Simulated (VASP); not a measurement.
# ZrS2 in VASP: further runs

Runs on ZrS2. Level: PBE+D3(BJ). Tasks: single point.

All numbers are computed with VASP 6.6.1; they aren't measurements. Logs are shortened: lines on timing, memory, paths and dates and some standing lists are left out, and cuts for length are marked.

## Step 1: The cell of the first run

The cell holds a slab with vacuum, 12 atoms: a = 7.270 Å, b = 7.270 Å, c = 22.954 Å, α = 90.00°, β = 90.00°, γ = 120.00°.

## Step 2: Single point, PBE+D3(BJ)

Contents of INCAR:

```
PREC = Accurate
ENCUT = 400
EDIFF = 1E-6
ISMEAR = 0
SIGMA = 0.05
LREAL = F
LASPH = T
NELM = 120
ALGO = Normal
ISIF = 2
LWAVE = F
LCHARG = F
LDIPOL = T
IDIPOL = 3
DIPOL = 0.5 0.5 0.412
GGA = PE
IVDW = 12
NBANDS = 60
GGA_COMPAT = F
NELMDL = -8
```

Contents of KPOINTS:

```
Automatic mesh
0
Gamma
  3 3 1
```

Contents of POSCAR:

```
ZrS2
1.0
    7.2700394428      0.0000000000      0.0000000000
   -3.6350197214      6.2960388440      0.0000000000
    0.0000000000      0.0000000000     22.9537087560
S Zr
8 4
Direct
    0.3333333333      0.1666666667      0.3485275554
    0.3333333333      0.6666666667      0.3485275554
    0.8333333333      0.1666666667      0.3485275554
    0.8333333333      0.6666666667      0.3485275554
    0.1666649820      0.3334528774      0.4757743957
    0.1660690700      0.8333265362      0.4760715793
    0.6672212892      0.3339414727      0.4760487045
    0.6666977306      0.8327749443      0.4761208125
   -0.0005923057     -0.0008689051      0.4121231142
   -0.0003457229      0.5005640002      0.4121010836
    0.5000690029     -0.0000055631      0.4128958197
    0.5009723022      0.5005271721      0.4121078203
```

Potentials or basis: VASP PAW PBE potentials, release 64 (S, Zr_sv).

Command:

```bash
> cat potpaw_PBE.64/S/POTCAR potpaw_PBE.64/Zr_sv/POTCAR > POTCAR
> mpirun -np 1 vasp_std > vasp.out
```

OUTCAR:

```text
PREC = Accurate
   ENCUT = 400
   EDIFF = 1E-6
   ISMEAR = 0
   LREAL = F
   LASPH = T
   NELM = 120
   ISIF = 2
   GGA = PE
   IVDW = 12
   NELMDL = -8
 IVDW          = 12

 ion  position               nearest neighbor table
   1  0.333  0.167  0.349-  12 2.56   9 2.56  11 2.57
   2  0.333  0.667  0.349-  10 2.56  12 2.56  11 2.57
   3  0.833  0.167  0.349-   9 2.56  10 2.56  11 2.57
   4  0.833  0.667  0.349-  12 2.55  10 2.55   9 2.55
   5  0.167  0.333  0.476-  10 2.56   9 2.56  12 2.56
   6  0.166  0.833  0.476-  11 2.55   9 2.56  10 2.56
   7  0.667  0.334  0.476-  11 2.55  10 2.56  12 2.56
   8  0.667  0.833  0.476-  11 2.55  12 2.56   9 2.56
   9  0.999  0.999  0.412-   4 2.55   6 2.56   3 2.56   8 2.56   1 2.56   5 2.56  12 3.62  10 3.63
                            11 3.63  11 3.64  10 3.64  12 3.65
  10  1.000  0.501  0.412-   4 2.55   7 2.56   2 2.56   6 2.56   3 2.56   5 2.56  12 3.63   9 3.63
                            11 3.63  11 3.64   9 3.64  12 3.64
  11  0.500  1.000  0.413-   7 2.55   8 2.55   6 2.55   3 2.57   2 2.57   1 2.57   9 3.63  12 3.63
                            10 3.63  10 3.64  12 3.64   9 3.64
  12  0.501  0.501  0.412-   4 2.55   8 2.56   7 2.56   2 2.56   1 2.56   5 2.56   9 3.62  10 3.63
                            11 3.63  11 3.64  10 3.64   9 3.65

  LATTYP: Found a hexagonal cell.
 ALAT       =     7.2700394428
 C/A-ratio  =     3.1573018189

  Lattice vectors:

 A1 = (   7.2700394428,   0.0000000000,   0.0000000000)
 A2 = (  -3.6350197214,   6.2960388440,   0.0000000000)
 A3 = (   0.0000000000,   0.0000000000,  22.9537087560)

Analysis of symmetry for initial positions (statically):
=====================================================================
 Subroutine PRICEL returns:
 Original cell was already a primitive cell.

 Routine SETGRP: Setting up the symmetry group for a
 hexagonal supercell.

 Subroutine GETGRP returns: Found  1 space group operations
 (whereof  1 operations were pure point group operations)
 out of a pool of 24 trial point group operations.

The static configuration has the point symmetry C_1 .

Analysis of symmetry for dynamics (positions and initial velocities):
=====================================================================
 Subroutine PRICEL returns:
 Original cell was already a primitive cell.

 Routine SETGRP: Setting up the symmetry group for a
 hexagonal supercell.

 Subroutine GETGRP returns: Found  1 space group operations
 (whereof  1 operations were pure point group operations)
 out of a pool of 24 trial point group operations.

The dynamic configuration has the point symmetry C_1 .

 Subroutine INISYM returns: Found  1 space group operations
 (whereof  1 operations are pure point group operations),
 and found     1 'primitive' translations

----------------------------------------------------------------------------------------

                                     Primitive cell

  volume of cell :    1050.6475

  direct lattice vectors                    reciprocal lattice vectors
     7.270039443  0.000000000  0.000000000     0.137550836  0.079415012  0.000000000
    -3.635019721  6.296038844  0.000000000     0.000000000  0.158830024  0.000000000
     0.000000000  0.000000000 22.953708756     0.000000000  0.000000000  0.043565944

  length of vectors
     7.270039443  7.270039443 22.953708756     0.158830024  0.158830024  0.043565944

  position of ions in fractional coordinates (direct lattice)
     0.333333333  0.166666667  0.348527555
     0.333333333  0.666666667  0.348527555
     0.833333333  0.166666667  0.348527555
     0.833333333  0.666666667  0.348527555
     0.166664982  0.333452877  0.475774396
     0.166069070  0.833326536  0.476071579
     0.667221289  0.333941473  0.476048705
     0.666697731  0.832774944  0.476120812
     0.999407694  0.999131095  0.412123114
     0.999654277  0.500564000  0.412101084
     0.500069003  0.999994437  0.412895820
     0.500972302  0.500527172  0.412107820

  ion indices of the primitive-cell ions
   primitive index   ion index
                 1           1
                 2           2
                 3           3
                 4           4
                 5           5
                 6           6
                 7           7
                 8           8
                 9           9
                10          10
                11          11
                12          12

----------------------------------------------------------------------------------------

 KPOINTS: Automatic mesh

Automatic generation of k-mesh.
 Grid dimensions read from file:
 generate k-points for:    3    3    1

 Generating k-lattice:

  Cartesian coordinates                     Fractional coordinates (reciprocal lattice)
     0.045850279  0.026471671  0.000000000     0.333333333  0.000000000  0.000000000
     0.000000000  0.052943341  0.000000000     0.000000000  0.333333333  0.000000000
     0.000000000  0.000000000  0.043565944     0.000000000  0.000000000  1.000000000

  Length of vectors
     0.052943341  0.052943341  0.043565944

  Shift w.r.t. Gamma in fractional coordinates (k-lattice)
     0.000000000  0.000000000  0.000000000

 Subroutine IBZKPT returns following result:
 ===========================================

 Found      5 irreducible k-points:

 Following reciprocal coordinates:
            Coordinates               Weight
  0.000000  0.000000  0.000000      1.000000
  0.333333  0.000000  0.000000      2.000000
  0.000000  0.333333  0.000000      2.000000
 -0.333333  0.333333  0.000000      2.000000
  0.333333  0.333333  0.000000      2.000000
   k-points           NKPTS =      5   k-points in BZ     NKDIM =      5   number of bands    NBANDS=     60
   number of dos      NEDOS =    301   number of ions     NIONS =     12
   total plane-waves  NPLWV = 345600
   dimension x,y,z NGX =    48 NGY =   48 NGZ =  150
   dimension x,y,z NGXF=    96 NGYF=   96 NGZF=  300
   ions per type =               8   4
   NGX,Y,Z   is equivalent  to a cutoff of  10.98, 10.98, 10.86 a.u.
   NGXF,Y,Z  is equivalent  to a cutoff of  21.95, 21.95, 21.73 a.u.
 SYSTEM =  unknown system
   PREC   = accura    normal or accurate (medium, high low for compatibility)
   ISTART =      0    job   : 0-new  1-cont  2-samecut
   ICHARG =      2    charge: 1-file 2-atom 10-const
   ISPIN  =      1    spin polarized calculation?
   LNONCOLLINEAR =      F non collinear calculations
   LSORBIT =      F    spin-orbit coupling
   LASPH  =      T    aspherical Exc in radial PAW
   ENCUT  =  400.0 eV  29.40 Ry    5.42 a.u.  11.86 11.86 37.43*2*pi/ulx,y,z
   NELM   =    120;   NELMIN=  2; NELMDL= -8     # of ELM steps
   EDIFF  = 0.1E-05   stopping-criterion for ELM
   LREAL  =      F    real-space projection
   EDIFFG = 0.1E-04   stopping-criterion for IOM
   NSW    =      0    number of steps for IOM
   IBRION =     -1    ionic relax: 0-MD 1-quasi-New 2-CG
   NFREE  =      0    steps in history (QN), initial steepest desc. (CG)
   ISIF   =      2    stress and relaxation
   ISYM   =      2    0-nonsym 1-usesym 2-fastsym
   POTIM  = 0.5000    time-step for ionic-motion
   TEBEG  =    0.0;   TEEND  =   0.0 temperature during run
   PSTRESS=    0.0 pullay stress
   NELECT =      96.0000    total number of electrons
   NUPDOWN=      -1.0000    fix difference up-down
   EMIN   =  10.00;   EMAX   =-10.00  energy-range for DOS
   EFERMI =   0.00;   METHOD = LEGACY
   ISMEAR =     0;   SIGMA  =   0.05  broadening in eV -4-tet -1-fermi 0-gaus
   EFERMI_NEDOS =   21; number of points for ismear=-14 and -15
   IALGO  =     38    algorithm
   IMIX   =      4    mixing-type and parameters
     AMIX     =   0.40;   BMIX     =  1.00
     AMIX_MAG =   1.60;   BMIX_MAG =  1.00
  volume/ion in A,a.u.               =      87.55       590.84
  Fermi-wavevector in a.u.,A,eV,Ry     =   0.737360  1.393408  7.397484  0.543700
  Thomas-Fermi vector in A             =   1.831022
   LORBIT       =      0    0 simple, 1 ext, 2 COOP (PROOUT), +10 PAW based schemes
   GGA     = PE    functional components
   LHFCALC =     F    Hartree Fock is set to
   AEXX    =    0.0000 exact exchange contribution
   IVDW    =    12    specifies the selected vdW correction
   LEPSILON=     F    determine dielectric tensor
   LRPA    =     F    only Hartree local field effects (RPA)
 non-spin polarized calculation
 Gauss-broadening in eV      SIGMA  =   0.05
  energy-cutoff  :      400.00
  volume of cell :     1050.65
 maximum number of plane-waves:     19152
   NGX = 23   NGY = 23   NGZ = 75

 number of electron      96.0000018 magnetization

 dipolmoment           0.000000      0.000000     -0.001554 electrons x Angstroem

 Free energy of the ion-electron system (eV)
  ---------------------------------------------------
  ext. energy  EPLUGINS =         0.00000000
  ---------------------------------------------------
  free energy    TOTEN  =       -85.63516168 eV

  energy without entropy =      -85.63516168  energy(sigma->0) =      -85.63516168

 E-fermi :  -3.2299     XC(G=0):  -2.8959

 val. band max:       -3.5370393708   @ k =   0.0000   0.0000   0.0000
 cond. band min:      -2.4844701509   @ k =   0.0000   0.0000   0.0000
 fundamental gap:      1.0525692199
 Fermi energy:        -3.2299328749

 k-point     1 :       0.0000    0.0000    0.0000
  band No.  band energies     occupation
      1     -52.4004      2.00000
      2     -52.3818      2.00000
      3     -52.3744      2.00000
      4     -52.3738      2.00000
      5     -30.5912      2.00000
      6     -30.5911      2.00000
[... 304 lines left out ...]
     59       0.0245      0.00000
     60       0.0433      0.00000

------------------------ aborting loop because EDIFF is reached ----------------------------------------

 vacuum level on the upper side and lower side of the slab       (xc-potential included)        -0.113        -0.106

 Edisp (eV)   -2.96996

 E8    (eV) :    -1.3472

  FORCE on cell =-STRESS in cart. coord.  units (eV):
  Direction    XX          YY          ZZ          XY          YZ          ZX
  --------------------------------------------------------------------------------------
  -------------------------------------------------------------------------------------
  Total       1.24984     1.24210     0.06199    -0.00262    -0.01070     0.00710
  in kB       1.90594     1.89413     0.09453    -0.00400    -0.01631     0.01082
  external pressure =        1.30 kB  Pullay stress =        0.00 kB

 VOLUME and BASIS-vectors are now :
 -----------------------------------------------------------------------------
  energy-cutoff  :      400.00
  volume of cell :     1050.65
      direct lattice vectors                 reciprocal lattice vectors
     7.270039443  0.000000000  0.000000000     0.137550836  0.079415012  0.000000000
    -3.635019721  6.296038844  0.000000000     0.000000000  0.158830024  0.000000000
     0.000000000  0.000000000 22.953708756     0.000000000  0.000000000  0.043565944

 POSITION                                       TOTAL-FORCE (eV/Angst)
 -----------------------------------------------------------------------------------
      1.81751      1.04934      8.00000         0.030292     -0.020953      0.014881
     -0.00000      4.19736      8.00000         0.003391      0.039552      0.006761
      5.45253      1.04934      8.00000        -0.033995     -0.017136      0.007874
      3.63502      4.19736      8.00000        -0.001801      0.003540     -0.086264
     -0.00045      2.09943     10.92079         0.002231     -0.003441      0.012312
     -1.82183      5.24666     10.92761         0.013124     -0.004106      0.035069
      3.63684      2.10251     10.92708        -0.009733     -0.008806      0.039138
      1.81977      5.24318     10.92874        -0.002715      0.013869      0.031740
      3.63387      6.29057      9.45975         0.011754      0.152962      0.010238
      5.44797      3.15157      9.45925         0.127723     -0.074750      0.014226
      0.00052      6.29600      9.47749        -0.010708      0.004813     -0.095976
      1.82266      3.15134      9.45940        -0.129563     -0.085544      0.010001
 -----------------------------------------------------------------------------------
    total drift:                                0.000018     -0.000035      0.001613

  FREE ENERGIE OF THE ION-ELECTRON SYSTEM (eV)
  ---------------------------------------------------
  free  energy   TOTEN  =       -88.6051172631 eV

  energy  without entropy=      -88.6051172631  energy(sigma->0) =      -88.60511726

 vacuum level on the upper side and lower side of the slab         2.717         2.724
```

Wall time 11 min (1 thread of Oxide Virtual Turin-like, shared host); peak memory 0.7 GiB.

What came out:

- Free energy: -88.6051 eV
- Largest force: 0.156 eV/Å
- Band gap on the k mesh: 1.05 eV
- Dispersion energy per atom: -0.247 eV

Forces in eV/Å, atoms in the order of the input:
```
S    0.030 -0.021  0.015
S    0.003  0.040  0.007
S   -0.034 -0.017  0.008
S   -0.002  0.004 -0.086
S    0.002 -0.003  0.012
S    0.013 -0.004  0.035
S   -0.010 -0.009  0.039
S   -0.003  0.014  0.032
Zr   0.012  0.153  0.010
Zr   0.128 -0.075  0.014
Zr  -0.011  0.005 -0.096
Zr  -0.130 -0.086  0.010
```

## Step 3: Single point, PBE+D3(BJ)

This run uses another cell than the first one.

Contents of INCAR:

```
  ALGO = Normal
  DIPOL = 0.5 0.5 0.408
  EDIFF = 1E-6
  ENCUT = 400
  GGA = PE
  GGA_COMPAT = False
  IDIPOL = 3
  ISIF = 2
  ISMEAR = 0
  IVDW = 12
  LASPH = True
  LCHARG = False
  LDIPOL = True
  LREAL = False
  LWAVE = False
  NBANDS = 60
  NELM = 120
  NELMDL = -8
  PREC = Accurate
  SIGMA = 0.05
```

Contents of KPOINTS:

```
k-points
0
Gamma
  3 3 1
```

Contents of POSCAR:

```
ZrS2
1.0
    7.2700394428      0.0000000000      0.0000000000
   -3.6350197214      6.2960388440      0.0000000000
    0.0000000000      0.0000000000     23.2028087560
S Zr
8 4
Direct
    0.3333333333      0.1666666667      0.3447858440
    0.3333333333      0.6666666667      0.3447858440
    0.8333333333      0.1666666667      0.3447858440
    0.8333333333      0.6666666667      0.3447858440
    0.1667682680      0.3343084391      0.4710155917
    0.1664603350      0.8335272956      0.4711917149
    0.6664934423      0.3333126355      0.4710696522
    0.6660958980      0.8334015047      0.4710598837
   -0.0003370213      0.0004541447      0.4080937497
   -0.0008898464      0.5003858003      0.4076246195
    0.4995057757      0.0008917249      0.4077197202
    0.4991459367      0.5001382540      0.4078714457
```

Potentials or basis: VASP PAW PBE potentials, release 64 (S, Zr_sv).

Command:

```bash
> cat potpaw_PBE.64/S/POTCAR potpaw_PBE.64/Zr_sv/POTCAR > POTCAR
> mpirun -np 1 vasp_std > vasp.out
```

It took 9 min on 1 thread of Oxide Virtual Turin-like, shared host; peak memory 0.74 GiB.

It converged, with:

```yaml
Free_energy: -88.6065 eV
Largest_force: 0.069 eV/Å
Band_gap_on_the_k_mesh: 1.05 eV
Dispersion_energy_per_atom: -0.247 eV
```

Forces in eV/Å, atoms in the order of the input:
```
S   -0.031  0.004 -0.021
S   -0.010  0.008 -0.021
S   -0.004 -0.002 -0.015
S   -0.023  0.029 -0.012
S   -0.002 -0.026 -0.006
S    0.002 -0.003 -0.046
S   -0.001  0.007 -0.022
S    0.011  0.006 -0.024
Zr  -0.003 -0.024  0.033
Zr   0.020  0.011  0.049
Zr   0.024 -0.036  0.053
Zr   0.016  0.027  0.032
```

Levels at points of the mesh, in eV from the valence-band top:
| k point | band 45 | band 46 | band 47 | band 48 | band 49 | band 50 | band 51 | band 52 |
| --- | --- | --- | --- | --- | --- | --- | --- | --- |
| (0.00, 0.00, 0.00) | -0.92 | -0.92 | 0.00 | 0.00 | 1.05 | 1.05 | 1.05 | 1.67 |

## Step 4: Single point, PBE+D3(BJ), non-collinear spin, zero start, spin-orbit coupling

This run uses another cell than the first one: it holds 3 atoms, not 12.

Contents of INCAR:

```
  PREC = Accurate
  ENCUT = 400
  EDIFF = 1E-6
  ISMEAR = 0
  SIGMA = 0.02
  LREAL = F
  LASPH = T
  NELM = 200
  ALGO = Normal
  ISIF = 2
  LWAVE = F
  LCHARG = F
  LNONCOLLINEAR = T
  MAGMOM = 0 0 0 0 0 0 0 0 0
  LORBIT = 11
  LSORBIT = T
  GGA_COMPAT = F
  LORBMOM = T
  LMAXMIX = 4
  LDIPOL = T
  IDIPOL = 3
  DIPOL = 0.5 0.5 0.500
  GGA = PE
  IVDW = 12
  NBANDS = 37
  NELMDL = -8
```

Contents of KPOINTS:

```
regular mesh
0
Gamma
  12 12 1
```

Contents of POSCAR:

```
ZrS2
1.0
    3.6481573382      0.0000000000      0.0000000000
   -1.8240786691      3.1593969319      0.0000000000
    0.0000000000      0.0000000000     31.8428175488
S Zr
2 1
Direct
    0.6666666667      0.3333333333      0.4541869491
    0.3333333333      0.6666666667      0.5458130509
    0.0000000000      0.0000000000      0.5000000000
```

Command:

```bash
> cat potpaw_PBE.64/S/POTCAR potpaw_PBE.64/Zr_sv/POTCAR > POTCAR
> mpirun -np 1 vasp_ncl > vasp.out
```

It took 19 min on 1 thread of Oxide Virtual Turin-like, shared host; peak memory 0.93 GiB.

Results (log left out):

| Item | Value |
| --- | --- |
| Free energy | -22.2338 eV |
| Largest force | 0.010 eV/Å |
| Net moment | 0.00 μB per cell |
| Valence electrons inside the program's atomic spheres | S 3.76; Zr 9.64 |
| Dispersion energy per atom | -0.246 eV |

Forces on the atoms (eV/Å):
```
S    0.000  0.000 -0.010
S    0.000  0.000  0.010
Zr   0.000  0.000  0.000
```

Moments on the atoms (μB; x, y, z):
```
S   0.00 0.00 0.00
S   0.00 0.00 0.00
Zr  0.00 0.00 0.00
```

## Step 5: Overview

```tsv
spin	cell	k mesh	smearing	gap on the mesh (eV)	largest force (eV/Å)
off	a = 7.270, b = 7.270, c = 22.954 Å, angles 90.0, 90.0, 120.0°, 12 atoms, atomic positions A	3 × 3 × 1	gaussian 0.05 eV	1.05	0.16
off	a = 7.270, b = 7.270, c = 23.203 Å, angles 90.0, 90.0, 120.0°, 12 atoms, atomic positions B	3 × 3 × 1	gaussian 0.05 eV	1.05	0.07
non-collinear, zero start, SOC	a = 3.648, b = 3.648, c = 31.843 Å, angles 90.0, 90.0, 120.0°, 3 atoms, atomic positions C	12 × 12 × 1	gaussian 0.02 eV	-	0.01
```

Alike in all rows: task single point; level PBE+D3(BJ); potentials or basis VASP PAW PBE potentials, release 64 (S, Zr_sv); cutoff (eV) 400.

Total energies depend on the potentials used, so only differences within one code and one set of settings carry meaning.
